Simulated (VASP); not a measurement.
**AlN: single point with PBE**

Crystal: AlN.

```xyz
2
Lattice="0.0000 2.2823 2.1840 2.2823 0.0000 2.1840 2.2823 2.2823 0.0000" Properties=species:S:1:pos:R:3 pbc="T T T"
Al    0.0000    0.0000    0.0000
N     3.4234    3.4234    3.2760
```

This cell differs from its parent crystal: strain +0.0450 x Voigt [1, 1, 0, 0, 0, 0].

```
Program             : VASP 6.6.1
Task                : single point
Functional          : PBE
Potentials or basis : VASP PAW PBE potentials, release 64 (Al, N)
Cutoff              : 520 eV
k mesh              : 10 × 10 × 10
Occupations         : gaussian, width 0.05 eV
Spin                : no spin polarisation
```

The pressure is -11.3 GPa and the band gap on the k mesh is 3.05 eV, indirect (least direct gap 3.32 eV).

Stress tensor (GPa, compression positive):
```
-13.06   0.00   0.00
  0.00 -13.06   0.00
  0.00   0.00  -7.68
```

Levels at points of the mesh, in eV from the valence-band top:
```csv
k point,band 2,band 3,band 4,band 5,band 6,band 7
"(0.00, 0.00, 0.00)",-0.16,-0.16,0.00,3.32,11.56,11.63
"(0.50, 0.00, 0.00)",-5.61,-0.75,-0.42,6.42,9.17,10.12
"(0.50, 0.50, 0.00)",-4.49,-2.01,-2.01,3.05,7.51,13.18
"(0.50, 0.00, 0.50)",-4.89,-1.68,-1.67,3.22,8.19,12.45
```

Run time: 16 s on 1 thread of Intel(R) Xeon(R) Platinum 8488C (Sapphire Rapids), with other jobs on the host, peak memory 0.13 GiB.

Caveat: the cell differs from its parent crystal (strain +0.0450 x Voigt [1, 1, 0, 0, 0, 0]). A k mesh can miss the band edges.
